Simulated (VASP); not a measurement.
TiH3Br: single point with PBE

The system is TiH3Br.

```
Ti H Br
1.0
     3.32880    0.00000    0.00000
     0.00000    3.32880    0.00000
     0.00000    0.00000    5.56501
Ti H Br
1 3 1
Direct
  0.50000 0.50000 0.71691
  0.00000 0.50000 0.54420
  0.50000 0.00000 0.54420
  0.50000 0.50000 0.01739
  0.00000 0.00000 0.94990
```

The cell was generated, and may not be a known phase.

```yaml
Program: VASP 6.6.1
Task: single point
Functional: PBE
Potentials_or_basis: VASP PAW PBE potentials, release 64 (Ti_sv, H, Br)
Cutoff: 520 eV
k_mesh: 4 × 4 × 4
Occupations: gaussian, width 0.1 eV
Spin: collinear spin
Starting_moments: "[1.0, 0.0, 0.0, 0.0, 0.0] μB"
Dipole_correction: no
Further_INCAR_settings: ALGO = Normal; EDIFF = 1e-06; NBANDS = 23
```

| Quantity | Value |
| --- | --- |
| Pressure | 0.1 GPa |
| Largest force | 0.041 eV/Å |
| Band gap on the k mesh | 1.59 eV (least direct gap 1.66 eV) |
| Net moment | 0.00 μB per cell |
| Valence electrons inside the program's atomic spheres | Ti 10.22; H 0.54, 0.55 (each value once); Br 4.87 |

Forces in eV/Å, atoms in the order of the input:
```
Ti   0.000  0.000 -0.036
H    0.000  0.000 -0.004
H    0.000  0.000 -0.004
H    0.000  0.000  0.041
Br   0.000  0.000  0.003
```

Stress tensor (GPa, compression positive):
```
0.06 0.00 0.00
0.00 0.06 0.00
0.00 0.00 0.27
```

Levels at points of the mesh, in eV from the valence-band top:
Spin up:
```tsv
k point	band 9	band 10	band 11	band 12	band 13	band 14
(0.00, 0.00, 0.00)	-2.55	-2.20	-1.03	2.00	2.42	2.42
(0.50, 0.00, 0.00)	-2.43	-2.29	-0.22	1.68	2.58	2.85
(0.50, 0.50, 0.00)	-2.84	-2.09	-2.09	2.44	2.59	3.45
(0.00, 0.00, 0.50)	-2.56	-2.19	-0.77	2.00	2.08	2.45
(0.50, 0.00, 0.50)	-2.42	-1.74	0.00	1.66	2.55	2.79
(0.50, 0.50, 0.50)	-2.73	-2.13	-2.13	2.59	2.68	3.12
```
Spin down:
```csv
k point,band 8,band 9,band 10,band 11,band 12,band 13,band 14,band 15
"(0.00, 0.00, 0.00)",-2.55,-2.55,-2.20,-1.03,2.00,2.42,2.42,3.18
"(0.50, 0.00, 0.00)",-2.73,-2.43,-2.29,-0.22,1.68,2.58,2.85,3.09
"(0.50, 0.50, 0.00)",-3.43,-2.84,-2.09,-2.09,2.44,2.59,3.45,4.35
"(0.00, 0.00, 0.50)",-2.56,-2.56,-2.19,-0.77,2.00,2.08,2.45,2.45
"(0.50, 0.00, 0.50)",-3.03,-2.42,-1.74,0.00,1.66,2.55,2.79,3.36
"(0.50, 0.50, 0.50)",-3.53,-2.73,-2.13,-2.13,2.59,2.68,3.12,4.04
```

Run time: 43 s on 1 thread of Intel(R) Xeon(R) Platinum 8488C (Sapphire Rapids) (shared host), peak memory 0.21 GiB.

Caveat: the k points lie up to 0.47 Å⁻¹ apart. A k mesh can miss the band edges.
